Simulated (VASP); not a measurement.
Here is a VASP 6.6.1 calculation.

File INCAR:

```
  PREC = Accurate
  ENCUT = 520
  EDIFF = 1E-6
  ISMEAR = 0
  SIGMA = 0.05
  LREAL = F
  LASPH = T
  NELM = 60
  ALGO = Normal
  ISIF = 2
  LWAVE = F
  LCHARG = F
  GGA = PE
  NBANDS = 18
```

File KPOINTS:

```
Automatic mesh
0
Gamma
  8 8 8
```

POSCAR

```
HfO2
1.0
    0.0000000000      2.6762460493      2.4850856172
    2.6762460493      0.0000000000      2.4850856172
    2.6762460493      2.6762460493      0.0000000000
Hf O
1 2
Direct
    0.0000000000      0.0000000000      0.0000000000
    0.2500000000      0.2500000000      0.2500000000
    0.7500000000      0.7500000000      0.7500000000
```

Potentials or basis: VASP PAW PBE potentials, release 64 (Hf_pv, O).

The run is started by

```console
$ cat potpaw_PBE.64/Hf_pv/POTCAR potpaw_PBE.64/O/POTCAR > POTCAR
$ mpirun -np 1 vasp_std > vasp.out
```

Problem. Predict the pressure.

Solution. -17.9 GPa.

Problem. Predict the band gap on the k mesh.

Solution. 2.75 eV, indirect (least direct gap 2.93 eV).

Stress tensor (GPa, compression positive):
```
-28.17   0.00   0.00
  0.00 -28.17   0.00
  0.00   0.00   2.50
```

Caveat: the cell differs from its parent crystal (strain +0.050 along x and y, -0.025 along z); spin-orbit coupling is left out, which moves the levels of the heavy elements. A k mesh can miss the band edges.
